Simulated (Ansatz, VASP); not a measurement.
**Li4Zr3O in VASP and in Ansatz**

```
Li Zr O
1.0
     3.20677    0.00000    0.00000
    -1.60338    2.77714    0.00000
     0.00000    0.00000   17.73486
Li Zr O
4 3 1
Direct
  0.00000 0.00000 0.85365
  0.66667 0.33333 0.44281
  0.33333 0.66667 0.58187
  0.66667 0.33333 0.71525
  0.33333 0.66667 0.99582
  0.66667 0.33333 0.14952
  0.33333 0.66667 0.29302
  0.00000 0.00000 0.07506
```

Alike in both runs: functional PBE; k mesh 12 × 12 × 2; occupations gaussian, width 0.1 eV; no spin polarisation.

Ansatz relaxed the structure, and its values are those at the end. VASP's run is a single point on that final structure, the one shown.

```csv
,VASP,Ansatz
version,VASP 6.6.1,Ansatz 0.2.0
potentials or method,"VASP PAW PBE potentials, release 64 (Li_sv, Zr_sv, O), cutoff 520 eV","scalar-relativistic, plane waves, PAW"
valence electrons in the cell,54,54
```

```csv
,VASP,Ansatz,Ansatz less VASP
gap on the k mesh at the Fermi level (eV),none,none,-
rms of the force components (eV/Å),0.006,0.001,-0.0057
```

A gap of «none» marks a metal or a gap that the smearing closes.

Noted on VASP's run: the cutoff is under 1.25 times that of the potentials, so the pressure is a little rough.
